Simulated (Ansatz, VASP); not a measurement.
## One calculation of Bi, two programs

INCAR

```
SYSTEM = Bi
PREC = Accurate ; ENCUT = 520
EDIFF = 1E-6 ; ISMEAR = 0
SIGMA = 0.02 ; LREAL = .FALSE.
LASPH = .TRUE. ; NELM = 80
ALGO = Normal ; ISIF = 2
LWAVE = .FALSE. ; LCHARG = .FALSE.
LDIPOL = .TRUE. ; IDIPOL = 3
DIPOL = 0.5 0.5 0.500 ; GGA = PE
NBANDS = 22
```

File KPOINTS:

```
regular mesh
0
G
  9 9 1
  0 0 0
```

File POSCAR:

```
Bi
1.0
    4.2790000000      0.0000000000      0.0000000000
   -2.1395000000      3.7057227028      0.0000000000
    0.0000000000      0.0000000000     28.0000000000
Bi
2
Direct
    0.3333333333      0.6666666667      0.5131964286
    0.6666666667      0.3333333333      0.4868035714
```

Input for Ansatz:

```yaml
crystal:
  lattice:
    - [4.279, 0.0, 0.0]
    - [-2.1395, 3.7057227028, 0.0]
    - [0.0, 0.0, 28.0]
  atoms:
    - { symbol: Bi, position: [0.3333333333, 0.6666666667, 0.5131964286] }
    - { symbol: Bi, position: [0.6666666667, 0.3333333333, 0.4868035714] }
  periodic: [true, true, false]
basis:
  ecutwfc: 420
kpoints:
  mp_grid: { grid: [9, 9, 1] }
hamiltonian:
  xc: pbe
scf:
  occupations: { method: gaussian, width: 0.02 }
output:
  forces: true
  stress: true
  eigenvalues: true
```

Alike in both runs: task single point; functional PBE; k mesh 9 × 9 × 1; occupations gaussian, width 0.02 eV; no spin polarisation.

```csv
,VASP,Ansatz
version,VASP 6.6.1,Ansatz 0.2.0
potentials or method,"VASP PAW PBE potentials, release 64 (Bi_d), cutoff 520 eV","scalar-relativistic, plane waves, PAW"
valence electrons in the cell,30,30
```

```tsv
	VASP	Ansatz	Ansatz less VASP
gap on the k mesh at the Fermi level (eV)	none	none	-
rms of the force components (eV/Å)	2.776	2.811	+0.0356
```

Atom by atom the forces differ by 0.036 eV/Å (rms over components). A gap of «none» marks a metal or a gap that the smearing closes.

Neither program's run includes spin-orbit coupling.
